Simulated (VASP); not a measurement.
Wanted: the native input for a VASP 6.6.1 run.

```
Task                   : single point
Functional             : PBEsol
Potentials or basis    : VASP PAW PBE potentials, release 64 (Sr_sv, Cu, Ge_d)
Cutoff                 : 520 eV
k mesh                 : 8 × 8 × 6
Occupations            : fermi-dirac, width 0.1 eV
Spin                   : no spin polarisation
Dipole correction      : no
Further INCAR settings : ALGO = Normal; EDIFF = 1e-07; NBANDS = 24
```

The structure of SrCuGe lies in POSCAR:

```
SrCuGe
1.0
    4.0401952572      0.0000000000      0.0000000000
   -2.0200981149      3.4989116445      0.0000000000
    0.0000000000      0.0000000000      4.5422115687
Sr Cu Ge
1 1 1
Direct
    0.6666666667      0.3333333333      0.0000000000
    0.0000000000      0.0000000000      0.5000000000
    0.3333333333      0.6666666667      0.5000000000
```

These files were run (other wordings do the same):

INCAR

```
SYSTEM = SrCuGe
PREC = Accurate
ENCUT = 520
EDIFF = 1E-7
ISMEAR = -1
SIGMA = 0.1
LREAL = .False.
LASPH = .True.
NELM = 100
ALGO = Normal
ISIF = 2
LWAVE = .False.
LCHARG = .True.
GGA = PS
LELF = .True.
LVHAR = .True.
NBANDS = 24
```

KPOINTS

```
Automatic mesh
0
Gamma
  8 8 6
  0 0 0
```

Potentials or basis: VASP PAW PBE potentials, release 64 (Sr_sv, Cu, Ge_d).

Launch:

```bash
$ cat potpaw_PBE.64/Sr_sv/POTCAR potpaw_PBE.64/Cu/POTCAR potpaw_PBE.64/Ge_d/POTCAR > POTCAR
$ mpirun -np 1 vasp_std > vasp.out
```

Results of the run:

```json
{
 "Pressure": "4.5 GPa"
}
```

Caveat: the PAW data sets were made with another functional, which shifts forces and pressure a little.

Run time: 100 s on 1 thread of AMD EPYC 7R13 Processor (Zen 3), with other jobs on the host, peak memory 0.19 GiB.
